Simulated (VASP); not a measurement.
A run of VASP 6.6.1 is set up as follows.

File INCAR:

```
SYSTEM = C
PREC = Accurate
ENCUT = 520
EDIFF = 1E-6
ISMEAR = -1
SIGMA = 0.05
LREAL = .FALSE.
LASPH = .TRUE.
NELM = 100
ALGO = Normal
ISIF = 2
LWAVE = .FALSE.
LCHARG = .TRUE.
GGA = PE
LELF = .TRUE.
LVHAR = .TRUE.
NBANDS = 11
```

The input KPOINTS:

```
Automatic mesh
0
G
  11 11 11
  0 0 0
```

File POSCAR:

```
C
1.0
    0.0000000000      1.7833700000      1.8190374000
    1.7833700000      0.0000000000      1.8190374000
    1.7833700000      1.7833700000      0.0000000000
C
2
Direct
    0.7500000000      0.7500000000      0.7500000000
    0.5000000000      0.5000000000      0.5000000000
```

Potentials or basis: VASP PAW PBE potentials, release 64 (C).

Command:

```bash
$ cat potpaw_PBE.64/C/POTCAR > POTCAR
$ mpirun -np 1 vasp_std > vasp.out
```

Task: Estimate the pressure.

Result: -6.0 GPa.

Task: Estimate the band gap on the k mesh.

Result: 3.83 eV, indirect (least direct gap 5.36 eV).

Stress tensor (GPa, compression positive):
```
  0.13   0.00   0.00
  0.00   0.13   0.00
  0.00   0.00 -18.26
```

A k mesh can miss the band edges. A hybrid or GW would open this gap; PBE tends to underestimate it.
